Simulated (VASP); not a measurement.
A run of VASP 6.6.1 is set up as follows.

The input INCAR:

```
PREC = Accurate
ENCUT = 520
EDIFF = 1E-6
ISMEAR = 0
SIGMA = 0.1
LREAL = False
LASPH = True
NELM = 80
ALGO = Normal
ISIF = 2
LWAVE = False
LCHARG = False
LDIPOL = True
IDIPOL = 3
DIPOL = 0.5 0.5 0.396
NBANDS = 41
```

File KPOINTS:

```
Automatic mesh
0
Gamma
  9 9 1
```

POSCAR

```
Ti5Si
1.0
    2.8641158409      0.0000000000      0.0000000000
   -1.4320579204      2.4803970776      0.0000000000
    0.0000000000      0.0000000000     24.4912645050
Ti Si
5 1
Direct
    0.6666666667      0.3333333333      0.1633235393
    0.3333333333      0.6666666667      0.2559152254
    0.6666666667      0.3333333333      0.3495151210
    0.3333333333      0.6666666667      0.4443907924
    0.6666666667      0.3333333333      0.5304448246
    0.6666666667      0.3333333333      0.6340208866
```

Potentials or basis: VASP PAW LDA potentials, release 64 (Ti_sv, Si).

The run is started by

```bash
$ cat potpaw_LDA.64/Ti_sv/POTCAR potpaw_LDA.64/Si/POTCAR > POTCAR
$ mpirun -np 1 vasp_std > vasp.out
```

Task: Estimate the largest force.

Result: 0.814 eV/Å.

Task: What does it give for the band gap on the k mesh?

Result: Zero (bands 32 and 33 overlap by 0.96 eV).

Forces in eV/Å, atoms in the order of the input:
```
Ti   0.000  0.000  0.570
Ti   0.000  0.000 -0.519
Ti   0.000  0.000  0.126
Ti   0.000  0.000 -0.814
Ti   0.000  0.000  0.631
Si   0.000  0.000  0.007
```
